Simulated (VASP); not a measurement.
A run of VASP 6.6.1 is set up as follows.

The input INCAR:

```
SYSTEM = TiW8C8
ALGO = Normal
EDIFF = 1E-6
ENCUT = 520
GGA = PE
ISIF = 2
ISMEAR = 0
LASPH = .TRUE.
LCHARG = .FALSE.
LREAL = Auto
LWAVE = .FALSE.
NBANDS = 92
NELM = 60
PREC = Accurate
SIGMA = 0.05
```

KPOINTS

```
k-points
0
G
  4 4 1
  0 0 0
```

File POSCAR:

```
TiW8C8
1.0
    5.8034000000      0.0000000000      0.0000000000
   -2.9017000000      5.0258920000      0.0000000000
    0.0000000000      0.0000000000     17.2429000000
W C Ti
8 8 1
Direct
    0.0000000000      0.0000000000      0.0579948849
   -0.0065043176     -0.0016852730      0.2273909841
    0.0000000000      0.5000000000      0.0579948849
   -0.0058500701      0.4925883803      0.2271706615
    0.5000000000      0.0000000000      0.0579948849
    0.4949170511     -0.0039057743      0.2172579438
    0.5000000000      0.5000000000      0.0579948849
    0.4977211106      0.4974744782      0.2231890227
    0.3321121658      0.1679204408      0.1342257393
    0.3401549488      0.1690072130      0.2951959937
    0.3322429688      0.6636326447      0.1342155322
    0.3407583239      0.6657162549      0.2956802510
    0.8344737745      0.1667085166      0.1350868473
    0.7964902173      0.1443479088      0.2979460532
    0.8340528041      0.6665913235      0.1363364051
    0.8314980079      0.6611791499      0.2922488676
    0.3685995493      0.9315341436      0.3645031868
```

Potentials or basis: VASP PAW PBE potentials, release 64 (W_sv, C, Ti_sv).

The run is started by

```bash
$ cat potpaw_PBE.64/W_sv/POTCAR potpaw_PBE.64/C/POTCAR potpaw_PBE.64/Ti_sv/POTCAR > POTCAR
$ mpirun -np 1 vasp_std > vasp.out
```

Predict the band gap on the k mesh.

zero (bands 78 and 79 overlap by 0.79 eV).

Predict the largest force.

1.008 eV/Å.

Forces on the atoms (eV/Å):
```
W   -0.055 -0.010  0.426
W   -0.007  0.004 -0.016
W   -0.017 -0.079  0.429
W   -0.005 -0.001 -0.013
W    0.006 -0.013 -1.008
W    0.009  0.012 -0.034
W    0.115  0.017 -0.070
W   -0.002  0.007  0.007
C   -0.010  0.000 -0.004
C   -0.025  0.043  0.033
C   -0.006 -0.007 -0.001
C    0.010 -0.028  0.030
C    0.004  0.005  0.002
C   -0.001  0.013  0.062
C   -0.001  0.003  0.011
C   -0.022  0.009  0.069
Ti   0.005  0.025  0.076
```

Caveat: there is no dipole correction, which matters where the two faces differ; spin-orbit coupling is left out, which moves the levels of the heavy elements.
